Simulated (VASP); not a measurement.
Runs of VASP 6.6.1 on Cu. The structure is that of space group Fm-3m (No. 225), or close to it. The cells are those of the table. 

```tsv
task	cell	cutoff (eV)	gap on the mesh (eV)	pressure (GPa)
single point	a = 2.649 Å, angles 120.0, 120.0, 90.0°, 1 atom	520	none	(a)
relaxation of shape and atoms at fixed volume	relaxed from a = 2.460 Å, angles 120.0, 120.0, 90.0°, 1 atom	600	none	26.2
single point	a = 2.514 Å, angles 120.0, 120.0, 90.0°, 1 atom	520	none	11.1
single point	a = 2.541 Å, angles 120.0, 120.0, 90.0°, 1 atom	520	none	5.1
relaxation of shape and atoms at fixed volume	relaxed from a = 2.487 Å, angles 120.0, 120.0, 90.0°, 1 atom	600	none	18.2
```

Alike in all rows: level PBE; potentials or basis VASP PAW PBE potentials, release 64 (Cu); no spin polarisation; k mesh 30 × 30 × 30; smearing gaussian 0.1 eV.

Task: Fill in the values left out.

Result: (a) -9.7.

Caveats: the cell stands under pressure (at least some runs); the cell stands under tension (at least some runs).

A gap of «none» marks levels without a gap at the run's occupations.
